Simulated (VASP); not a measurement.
# MgSe (Fm-3m) in VASP: single point with PBE

Aim: the single point of MgSe with PBE.

Everything below comes from runs of VASP 6.6.1. Logs are shortened: lines on timing, memory, paths and dates and some standing lists are left out, and cuts for length are marked.

**1. The cell of the first run**

Symmetry: Fm-3m, No. 225, cubic system. Conventional cell: a = 5.451 Å, b = 5.451 Å, c = 5.451 Å, α = 90.00°, β = 90.00°, γ = 90.00°. Mg (site symmetry m-3m) has 6 Se at 2.73 Å within 3.6 Å. Se (site symmetry m-3m) has 6 Mg at 2.73 Å within 3.6 Å.

**2. Single point, PBE**

File INCAR:

```
ALGO = Normal ; EDIFF = 1E-6
ENCUT = 600 ; GGA = PE
GGA_COMPAT = F ; ISIF = 2
ISMEAR = 0 ; LASPH = T
LCHARG = F ; LREAL = F
LWAVE = F ; NBANDS = 11
NELM = 120 ; PREC = Accurate
SIGMA = 0.05
```

File KPOINTS:

```
k-points
0
Gamma
  8 8 8
```

File POSCAR:

```
MgSe
1.0
    0.0000000000      2.7255000000      2.7255000000
    2.7255000000      0.0000000000      2.7255000000
    2.7255000000      2.7255000000      0.0000000000
Mg Se
1 1
Direct
    0.0000000000      0.0000000000      0.0000000000
    0.5000000000      0.5000000000      0.5000000000
```

Potentials or basis: VASP PAW PBE potentials, release 64 (Mg, Se).

On the command line:

```bash
> cat potpaw_PBE.64/Mg/POTCAR potpaw_PBE.64/Se/POTCAR > POTCAR
> mpirun -np 1 vasp_std > vasp.out
```

OUTCAR:

```text
EDIFF = 1E-6
   ENCUT = 600
   GGA = PE
   ISIF = 2
   ISMEAR = 0
   LASPH = T
   LREAL = F
   NELM = 120
   PREC = Accurate

 ion  position               nearest neighbor table
   1  0.000  0.000  0.000-   2 2.73   2 2.73   2 2.73   2 2.73   2 2.73   2 2.73
   2  0.500  0.500  0.500-   1 2.73   1 2.73   1 2.73   1 2.73   1 2.73   1 2.73

  LATTYP: Found a face centered cubic cell.
 ALAT       =     5.4510000000

  Lattice vectors:

 A1 = (   0.0000000000,   2.7255000000,   2.7255000000)
 A2 = (   2.7255000000,   0.0000000000,   2.7255000000)
 A3 = (   2.7255000000,   2.7255000000,   0.0000000000)

Analysis of symmetry for initial positions (statically):
=====================================================================
 Subroutine PRICEL returns:
 Original cell was already a primitive cell.

 Routine SETGRP: Setting up the symmetry group for a
 face centered cubic supercell.

 Subroutine GETGRP returns: Found 48 space group operations
 (whereof 48 operations were pure point group operations)
 out of a pool of 48 trial point group operations.

The static configuration has the point symmetry O_h .

Analysis of symmetry for dynamics (positions and initial velocities):
=====================================================================
 Subroutine PRICEL returns:
 Original cell was already a primitive cell.

 Routine SETGRP: Setting up the symmetry group for a
 face centered cubic supercell.

 Subroutine GETGRP returns: Found 48 space group operations
 (whereof 48 operations were pure point group operations)
 out of a pool of 48 trial point group operations.

The dynamic configuration has the point symmetry O_h .

 Subroutine INISYM returns: Found 48 space group operations
 (whereof 48 operations are pure point group operations),
 and found     1 'primitive' translations

----------------------------------------------------------------------------------------

                                     Primitive cell

  volume of cell :      40.4919

  direct lattice vectors                    reciprocal lattice vectors
     0.000000000  2.725500000  2.725500000    -0.183452578  0.183452578  0.183452578
     2.725500000  0.000000000  2.725500000     0.183452578 -0.183452578  0.183452578
     2.725500000  2.725500000  0.000000000     0.183452578  0.183452578 -0.183452578

  length of vectors
     3.854439064  3.854439064  3.854439064     0.317749185  0.317749185  0.317749185

  position of ions in fractional coordinates (direct lattice)
     0.000000000  0.000000000  0.000000000
     0.500000000  0.500000000  0.500000000
[... 86 lines left out ...]
   TEBEG  =    0.0;   TEEND  =   0.0 temperature during run
   PSTRESS=    0.0 pullay stress
   NELECT =       8.0000    total number of electrons
   NUPDOWN=      -1.0000    fix difference up-down
   EMIN   =  10.00;   EMAX   =-10.00  energy-range for DOS
   EFERMI =   0.00;   METHOD = LEGACY
   ISMEAR =     0;   SIGMA  =   0.05  broadening in eV -4-tet -1-fermi 0-gaus
   EFERMI_NEDOS =   21; number of points for ismear=-14 and -15
   IALGO  =     38    algorithm
   IMIX   =      4    mixing-type and parameters
     AMIX     =   0.40;   BMIX     =  1.00
     AMIX_MAG =   1.60;   BMIX_MAG =  1.00
  volume/ion in A,a.u.               =      20.25       136.63
  Fermi-wavevector in a.u.,A,eV,Ry     =   0.953488  1.801831 12.369596  0.909140
  Thomas-Fermi vector in A             =   2.082148
   LORBIT       =      0    0 simple, 1 ext, 2 COOP (PROOUT), +10 PAW based schemes
   GGA     = PE    functional components
   LHFCALC =     F    Hartree Fock is set to
   AEXX    =    0.0000 exact exchange contribution
   IVDW    =     0    specifies the selected vdW correction
   LEPSILON=     F    determine dielectric tensor
   LRPA    =     F    only Hartree local field effects (RPA)
 non-spin polarized calculation
 Gauss-broadening in eV      SIGMA  =   0.05
  energy-cutoff  :      600.00
  volume of cell :       40.49
 maximum number of plane-waves:      1365
   NGX = 15   NGY = 15   NGZ = 15

 number of electron       8.0000000 magnetization

 Free energy of the ion-electron system (eV)
  ---------------------------------------------------
  ext. energy  EPLUGINS =         0.00000000
  ---------------------------------------------------
  free energy    TOTEN  =        -7.48352019 eV

  energy without entropy =       -7.48352019  energy(sigma->0) =       -7.48352019

 E-fermi :   3.5119     XC(G=0):  -9.4896

 val. band max:        3.2283643626   @ k =   0.0000   0.0000   0.0000
 cond. band min:       5.0303356968   @ k =   0.5000   0.5000   0.0000
 fundamental gap:      1.8019713341
 Fermi energy:         3.5119461051

 k-point     1 :       0.0000    0.0000    0.0000
  band No.  band energies     occupation
      1      -9.7159      2.00000
      2       3.2284      2.00000
      3       3.2284      2.00000
      4       3.2284      2.00000
      5       5.8256      0.00000
      6      10.6399      0.00000
      7      10.6399      0.00000
      8      10.6399      0.00000
      9      13.1982      0.00000
     10      13.1982      0.00000
     11      14.2068      0.00000
[... 309 lines left out ...]
 k-point    24 :      -0.3750    0.2500    0.1250
  band No.  band energies     occupation
      1      -8.4246      2.00000
      2      -1.2045      2.00000
      3       0.9997      2.00000
      4       2.0121      2.00000
      5       7.9700      0.00000
      6       8.6508      0.00000
      7      10.9890      0.00000
      8      12.3046      0.00000
      9      14.2992      0.00000
     10      14.9814      0.00000
     11      17.3399      0.00000

 [... further k-points ...]

------------------------ aborting loop because EDIFF is reached ----------------------------------------

  FORCE on cell =-STRESS in cart. coord.  units (eV):
  Direction    XX          YY          ZZ          XY          YZ          ZX
  --------------------------------------------------------------------------------------
  -------------------------------------------------------------------------------------
  Total        0.4820473      0.4820473      0.4820473      0.0000000     -0.0000000      0.0000000
  in kB       19.0735560     19.0735560     19.0735560      0.0000000     -0.0000000      0.0000000
  external PRESSURE =      19.0735560 kB  Pullay stress =       0.0000000 kB

 VOLUME and BASIS-vectors are now :
 -----------------------------------------------------------------------------
  energy-cutoff  :      600.00
  volume of cell :       40.49
      direct lattice vectors                 reciprocal lattice vectors
     0.000000000  2.725500000  2.725500000    -0.183452578  0.183452578  0.183452578
     2.725500000  0.000000000  2.725500000     0.183452578 -0.183452578  0.183452578
     2.725500000  2.725500000  0.000000000     0.183452578  0.183452578 -0.183452578

 POSITION                                       TOTAL-FORCE (eV/Angst)
 -----------------------------------------------------------------------------------
      0.00000      0.00000      0.00000         0.000000     -0.000000      0.000000
      2.72550      2.72550      2.72550        -0.000000      0.000000     -0.000000
 -----------------------------------------------------------------------------------
    total drift:                               -0.000000     -0.000000      0.000000

  FREE ENERGIE OF THE ION-ELECTRON SYSTEM (eV)
  ---------------------------------------------------
  free  energy   TOTEN  =        -7.4835201926 eV

  energy  without entropy=       -7.4835201926  energy(sigma->0) =       -7.48352019
```

It took 17 s on 1 thread of Intel Xeon 8259CL, shared host; peak memory 0.18 GiB.

Results:

| Item | Value |
| --- | --- |
| Free energy | -7.4835 eV |
| Pressure | 1.9 GPa |
| Band gap on the k mesh | 1.80 eV, indirect (least direct gap 2.60 eV) |

Levels at points of the mesh, in eV from the valence-band top:
```csv
k point,band 2,band 3,band 4,band 5,band 6,band 7
"(0.00, 0.00, 0.00)",0.00,0.00,0.00,2.60,7.41,7.41
"(0.50, 0.00, 0.00)",-4.95,-0.58,-0.58,3.83,6.10,6.10
"(0.50, 0.50, 0.00)",-4.27,-1.79,-1.79,1.80,3.96,11.75
```

A k mesh can miss the band edges. As with any semilocal functional, this PBE gap is likely too small.
